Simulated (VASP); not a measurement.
The system is InP.

```
CELL_PARAMETERS angstrom
0.00000 2.97919 2.97919
2.97919 0.00000 2.97919
2.97919 2.97919 0.00000
ATOMIC_POSITIONS crystal
In 0.00000 0.00000 0.00000
P 0.25000 0.25000 0.25000
```

* Program: VASP 6.6.1
* Task: relaxation of cell and atoms
* Functional: LDA
* Potentials or basis: VASP PAW LDA potentials, release 64 (In_d, P)
* Cutoff: 600 eV
* k mesh: 6 × 6 × 6
* Occupations: fermi-dirac, width 0.02 eV
* Spin: no spin polarisation

At the start: pressure -4.1 GPa; volume 26.44 Å³/atom.

Problem. How do energy, volume and symmetry change on relaxing?

Solution. Over 3 steps the energy falls by 22.8 meV/atom and the volume is 24.75 Å³/atom (-6.4 %); space group F-43m (No. 216, to 0.05 Å).

The path:
```csv
step,energy change (eV),largest force (eV/Å),pressure (GPa),volume (Å³)
1,0.0000,0.0000,-4.07,52.88
2,-0.0334,0.0000,2.52,47.91
3,-0.0456,0.0000,-0.02,49.51
```

Final structure:
```cif
data_structure
_symmetry_space_group_name_H-M 'P 1'
_symmetry_Int_Tables_number 1
_cell_length_a 4.1216
_cell_length_b 4.1216
_cell_length_c 4.1216
_cell_angle_alpha 60.000
_cell_angle_beta 60.000
_cell_angle_gamma 60.000
_cell_volume 49.51
loop_
_atom_site_label
_atom_site_type_symbol
_atom_site_fract_x
_atom_site_fract_y
_atom_site_fract_z
_atom_site_occupancy
In1 In 0.00000 0.00000 0.00000 1
P1 P 0.25000 0.25000 0.25000 1
```
